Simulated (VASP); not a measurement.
# I (Im-3m) in VASP: a series of runs, part 3 of 3

VASP 6.6.1. Earlier steps stand in the parts before.

### Step 6. Single point, PBE

This run uses another cell than the first one, of 39.04 Å³/atom, 1.126 times its volume.

INCAR reads:

```
PREC     = Accurate       # precision mode
ENCUT    = 520            # plane-wave cutoff, eV
EDIFF    = 1E-7           # SCF threshold, eV
ISMEAR   = -1             # smearing method
SIGMA    = 0.1            # smearing width, eV
LREAL    = False          # projectors in reciprocal space
LASPH    = True           # aspherical terms in the spheres
NELM     = 60             # most SCF steps
ALGO     = Normal         # electronic algorithm
ISIF     = 2              # what is computed and relaxed
LWAVE    = False          # write WAVECAR
LCHARG   = False          # write CHGCAR
GGA      = PE             # functional
NBANDS   = 10             # bands
```

KPOINTS reads:

```
Automatic mesh
0
Gamma
  8 8 8
```

POSCAR reads:

```
I
1.0
   -2.1370573790      2.1370573790      2.1370573790
    2.1370573790     -2.1370573790      2.1370573790
    2.1370573790      2.1370573790     -2.1370573790
I
1
Direct
    0.0000000000      0.0000000000      0.0000000000
```

Potentials or basis: VASP PAW PBE potentials, release 64 (I).

On the command line:

```console
> cat potpaw_PBE.64/I/POTCAR > POTCAR
> mpirun -np 1 vasp_std > vasp.out
```

OUTCAR:

```text
PREC = Accurate
   ENCUT = 520
   EDIFF = 1E-7
   ISMEAR = -1
   LREAL = False
   LASPH = True
   NELM = 60
   ISIF = 2
   GGA = PE

 ion  position               nearest neighbor table
   1  0.000  0.000  0.000-

  LATTYP: Found a body centered cubic cell.
 ALAT       =     4.2741147580

  Lattice vectors:

 A1 = (  -2.1370573790,   2.1370573790,   2.1370573790)
 A2 = (   2.1370573790,  -2.1370573790,   2.1370573790)
 A3 = (   2.1370573790,   2.1370573790,  -2.1370573790)

Analysis of symmetry for initial positions (statically):
=====================================================================
 Subroutine PRICEL returns:
 Original cell was already a primitive cell.

 Routine SETGRP: Setting up the symmetry group for a
 body centered cubic supercell.

 Subroutine GETGRP returns: Found 48 space group operations
[... 9 lines left out ...]

 Routine SETGRP: Setting up the symmetry group for a
 body centered cubic supercell.

 Subroutine GETGRP returns: Found 48 space group operations
[... 11 lines left out ...]
                                     Primitive cell

  volume of cell :      39.0399

  direct lattice vectors                    reciprocal lattice vectors
    -2.137057379  2.137057379  2.137057379     0.000000000  0.233966577  0.233966577
     2.137057379 -2.137057379  2.137057379     0.233966577  0.000000000  0.233966577
     2.137057379  2.137057379 -2.137057379     0.233966577  0.233966577  0.000000000

  length of vectors
     3.701491959  3.701491959  3.701491959     0.330878706  0.330878706  0.330878706

  position of ions in fractional coordinates (direct lattice)
     0.000000000  0.000000000  0.000000000

  ion indices of the primitive-cell ions
   primitive index   ion index
                 1           1

----------------------------------------------------------------------------------------

 KPOINTS: Automatic mesh

Automatic generation of k-mesh.
 Grid dimensions read from file:
 generate k-points for:    8    8    8

 Generating k-lattice:

  Cartesian coordinates                     Fractional coordinates (reciprocal lattice)
     0.000000000  0.029245822  0.029245822     0.125000000  0.000000000  0.000000000
     0.029245822  0.000000000  0.029245822     0.000000000  0.125000000  0.000000000
     0.029245822  0.029245822  0.000000000     0.000000000  0.000000000  0.125000000

  Length of vectors
     0.041359838  0.041359838  0.041359838

  Shift w.r.t. Gamma in fractional coordinates (k-lattice)
     0.000000000  0.000000000  0.000000000

 Subroutine IBZKPT returns following result:
 ===========================================

 Found     29 irreducible k-points:

 Following reciprocal coordinates:
            Coordinates               Weight
  0.000000  0.000000  0.000000      1.000000
  0.125000  0.000000  0.000000     12.000000
  0.250000  0.000000  0.000000     12.000000
  0.375000  0.000000  0.000000     12.000000
  0.500000  0.000000  0.000000      6.000000
  0.125000  0.125000  0.000000     24.000000
[... 16 lines left out ...]
 -0.250000  0.250000  0.250000      6.000000
 -0.375000  0.375000  0.250000     24.000000
 [... further k-points ...]
   k-points           NKPTS =     29   k-points in BZ     NKDIM =     29   number of bands    NBANDS=     10
   number of dos      NEDOS =    301   number of ions     NIONS =      1
   total plane-waves  NPLWV =  21952
   dimension x,y,z NGX =    28 NGY =   28 NGZ =   28
   dimension x,y,z NGXF=    56 NGYF=   56 NGZF=   56
   ions per type =               1
   NGX,Y,Z   is equivalent  to a cutoff of  12.58, 12.58, 12.58 a.u.
   NGXF,Y,Z  is equivalent  to a cutoff of  25.15, 25.15, 25.15 a.u.
 SYSTEM =  unknown system
   PREC   = accura    normal or accurate (medium, high low for compatibility)
   ISTART =      0    job   : 0-new  1-cont  2-samecut
   ICHARG =      2    charge: 1-file 2-atom 10-const
   ISPIN  =      1    spin polarized calculation?
   LNONCOLLINEAR =      F non collinear calculations
   LSORBIT =      F    spin-orbit coupling
   LASPH  =      T    aspherical Exc in radial PAW
   ENCUT  =  520.0 eV  38.22 Ry    6.18 a.u.   6.88  6.88  6.88*2*pi/ulx,y,z
   NELM   =     60;   NELMIN=  2; NELMDL= -5     # of ELM steps
   EDIFF  = 0.1E-06   stopping-criterion for ELM
   LREAL  =      F    real-space projection
   EDIFFG = 0.1E-05   stopping-criterion for IOM
   NSW    =      0    number of steps for IOM
   IBRION =     -1    ionic relax: 0-MD 1-quasi-New 2-CG
   NFREE  =      0    steps in history (QN), initial steepest desc. (CG)
   ISIF   =      2    stress and relaxation
   ISYM   =      2    0-nonsym 1-usesym 2-fastsym
   POTIM  = 0.5000    time-step for ionic-motion
   TEBEG  =    0.0;   TEEND  =   0.0 temperature during run
   PSTRESS=    0.0 pullay stress
   NELECT =       7.0000    total number of electrons
   NUPDOWN=      -1.0000    fix difference up-down
   EMIN   =  10.00;   EMAX   =-10.00  energy-range for DOS
   EFERMI =   0.00;   METHOD = LEGACY
   ISMEAR =    -1;   SIGMA  =   0.10  broadening in eV -4-tet -1-fermi 0-gaus
   EFERMI_NEDOS =   21; number of points for ismear=-14 and -15
   IALGO  =     38    algorithm
   IMIX   =      4    mixing-type and parameters
     AMIX     =   0.40;   BMIX     =  1.00
     AMIX_MAG =   1.60;   BMIX_MAG =  1.00
  volume/ion in A,a.u.               =      39.04       263.45
  Fermi-wavevector in a.u.,A,eV,Ry     =   0.923148  1.744497 11.594915  0.852202
  Thomas-Fermi vector in A             =   2.048753
   LORBIT       =      0    0 simple, 1 ext, 2 COOP (PROOUT), +10 PAW based schemes
   GGA     = PE    functional components
   LHFCALC =     F    Hartree Fock is set to
   AEXX    =    0.0000 exact exchange contribution
   IVDW    =     0    specifies the selected vdW correction
   LEPSILON=     F    determine dielectric tensor
   LRPA    =     F    only Hartree local field effects (RPA)
 non-spin polarized calculation
  energy-cutoff  :      520.00
  volume of cell :       39.04
 maximum number of plane-waves:      1088
   NGX = 13   NGY = 13   NGZ = 13

 number of electron       7.0000000 magnetization

 Free energy of the ion-electron system (eV)
  ---------------------------------------------------
  ext. energy  EPLUGINS =         0.00000000
  ---------------------------------------------------
  free energy    TOTEN  =        -1.06458786 eV

  energy without entropy =       -0.99492344  energy(sigma->0) =       -1.02975565

 E-fermi :   3.2857     XC(G=0):  -8.6138

 val. band max:        3.2741212757   @ k =  -0.2500   0.2500   0.1250
 cond. band min:       3.3195365539   @ k =   0.2500   0.2500   0.0000
 fundamental gap:      0.0454152782
 Fermi energy:         3.2856517439

 k-point     1 :       0.0000    0.0000    0.0000
  band No.  band energies     occupation
      1      -9.5971      2.00000
      2       3.9842      0.00185
      3       3.9842      0.00185
      4       3.9842      0.00185
      5       9.8215      0.00000
      6      13.0667      0.00000
      7      13.0667      0.00000
      8      13.0667      0.00000
      9      15.2169      0.00000
     10      15.2169      0.00000

 k-point     2 :       0.1250    0.0000    0.0000
  band No.  band energies     occupation
      1      -9.4577      2.00000
      2       3.0659      1.80001
      3       3.7321      0.02276
      4       3.9495      0.00261
      5      10.5649      0.00000
      6      12.4262      0.00000
      7      12.6883      0.00000
      8      13.7623      0.00000
      9      14.4405      0.00000
     10      14.7272      0.00000

 k-point     3 :       0.2500    0.0000    0.0000
  band No.  band energies     occupation
      1      -9.0863      2.00000
      2       1.3860      2.00000
      3       3.2068      1.37522
      4       3.8623      0.00624
      5      10.3021      0.00000
      6      11.5009      0.00000
      7      13.4595      0.00000
      8      14.6231      0.00000
      9      15.3408      0.00000
     10      15.6040      0.00000
[... 248 lines left out ...]
 k-point    23 :      -0.2500    0.2500    0.2500
  band No.  band energies     occupation
      1      -8.6377      2.00000
      2       1.2490      2.00000
      3       2.3548      1.99982
      4       2.3548      1.99982
      5      10.0844      0.00000
      6      12.6349      0.00000
      7      13.6916      0.00000
      8      13.6916      0.00000
      9      14.7856      0.00000
     10      16.6900      0.00000

 k-point    24 :      -0.3750    0.3750    0.2500
  band No.  band energies     occupation
      1      -8.2648      2.00000
      2       0.5034      2.00000
      3       1.8826      2.00000
      4       2.1651      1.99997
      5       9.5685      0.00000
      6      11.6235      0.00000
      7      13.5606      0.00000
      8      13.9922      0.00000
      9      17.0416      0.00000
     10      17.5907      0.00000

 [... further k-points ...]
[... 5 lines left out ...]
  --------------------------------------------------------------------------------------
  -------------------------------------------------------------------------------------
  Total       -0.3040191     -0.3040191     -0.3040191      0.0000000     -0.0000000      0.0000000
  in kB      -12.4767915    -12.4767915    -12.4767915      0.0000000     -0.0000000      0.0000000
  external PRESSURE =     -12.4767915 kB  Pullay stress =       0.0000000 kB

 VOLUME and BASIS-vectors are now :
 -----------------------------------------------------------------------------
  energy-cutoff  :      520.00
  volume of cell :       39.04
      direct lattice vectors                 reciprocal lattice vectors
    -2.137057379  2.137057379  2.137057379     0.000000000  0.233966577  0.233966577
     2.137057379 -2.137057379  2.137057379     0.233966577  0.000000000  0.233966577
     2.137057379  2.137057379 -2.137057379     0.233966577  0.233966577  0.000000000

 POSITION                                       TOTAL-FORCE (eV/Angst)
 -----------------------------------------------------------------------------------
      0.00000      0.00000      0.00000         0.000000     -0.000000     -0.000000
 -----------------------------------------------------------------------------------
    total drift:                                0.000000      0.000000      0.000000

  FREE ENERGIE OF THE ION-ELECTRON SYSTEM (eV)
  ---------------------------------------------------
  free  energy   TOTEN  =        -1.0645878564 eV

  energy  without entropy=       -0.9949234400  energy(sigma->0) =       -1.02975565
```

Run time: 5.2 s. Hardware: 1 thread of Intel Xeon 6975P-C (Granite Rapids), shared host; peak memory 0.15 GiB.

What came out:

```yaml
Free_energy: -1.0646 eV
Pressure: -1.2 GPa
```

Caveat: spin-orbit coupling is left out, which moves the levels of the heavy elements; an odd number of electrons without spin polarisation forces a metal; a magnetic or distorted state may lie lower.

### Step 7. Summary

| cell | gap on the mesh (eV) | pressure (GPa) |
| --- | --- | --- |
| a = 3.558 Å, angles 109.5°, 1 atom | none | 1.3 |
| a = 3.595 Å, angles 109.5°, 1 atom | none | 0.4 |
| a = 3.631 Å, angles 109.5°, 1 atom | none | -0.3 |
| a = 3.667 Å, angles 109.5°, 1 atom | none | -0.8 |
| a = 3.701 Å, angles 109.5°, 1 atom | none | -1.2 |

Alike in all rows: task single point; level PBE; potentials or basis VASP PAW PBE potentials, release 64 (I); no spin polarisation; k mesh 8 × 8 × 8; cutoff (eV) 520; smearing fermi-dirac 0.1 eV.

Caveats: spin-orbit coupling is left out, which moves the levels of the heavy elements; an odd number of electrons without spin polarisation forces a metal; a magnetic or distorted state may lie lower.

Absolute energies hang on the potentials; compare differences alone.
